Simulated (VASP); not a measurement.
A run of VASP 6.6.1 is set up as follows.

The input INCAR:

```
PREC = Accurate
ENCUT = 520
EDIFF = 1E-6
ISMEAR = -1
SIGMA = 0.05
LREAL = F
LASPH = T
NELM = 150
ALGO = Normal
ISIF = 2
LWAVE = F
LCHARG = F
ISPIN = 2
MAGMOM = 0 0 0 0 0.75 0.75 0.75 0.75
LORBIT = 11
NUPDOWN = 3.0
LMAXMIX = 4
GGA = PS
NBANDS = 58
```

File KPOINTS:

```
Automatic mesh
0
Gamma
  5 5 5
```

File POSCAR:

```
FeGe
1.0
    4.6890000000      0.0000000000      0.0000000000
    0.0000000000      4.6890000000      0.0000000000
    0.0000000000      0.0000000000      4.6890000000
Ge Fe
4 4
Direct
    0.1580000000      0.3420000000      0.6580000000
    0.3420000000      0.6580000000      0.1580000000
    0.6580000000      0.1580000000      0.3420000000
    0.8420000000      0.8420000000      0.8420000000
    0.8650000000      0.6350000000      0.3650000000
    0.6350000000      0.3650000000      0.8650000000
    0.3650000000      0.8650000000      0.6350000000
    0.1350000000      0.1350000000      0.1350000000
```

Potentials or basis: VASP PAW PBE potentials, release 64 (Ge_d, Fe).

Command:

```console
$ cat potpaw_PBE.64/Ge_d/POTCAR potpaw_PBE.64/Fe/POTCAR > POTCAR
$ mpirun -np 1 vasp_std > vasp.out
```

Problem. Estimate the largest force.

Solution. 0.187 eV/Å.

Problem. What does it give for the pressure?

Solution. -11.1 GPa.

Forces on the atoms (eV/Å):
```
Ge   0.108 -0.108  0.108
Ge  -0.108  0.108  0.108
Ge   0.108  0.108 -0.108
Ge  -0.108 -0.108 -0.108
Fe   0.091 -0.091  0.091
Fe  -0.091  0.091  0.091
Fe   0.091  0.091 -0.091
Fe  -0.091 -0.091 -0.091
```

Caveat: the cell stands under tension; the PAW data sets were made with another functional, which shifts forces and pressure a little; the total moment is fixed, so each spin has its own Fermi level and the state may be an excited one.
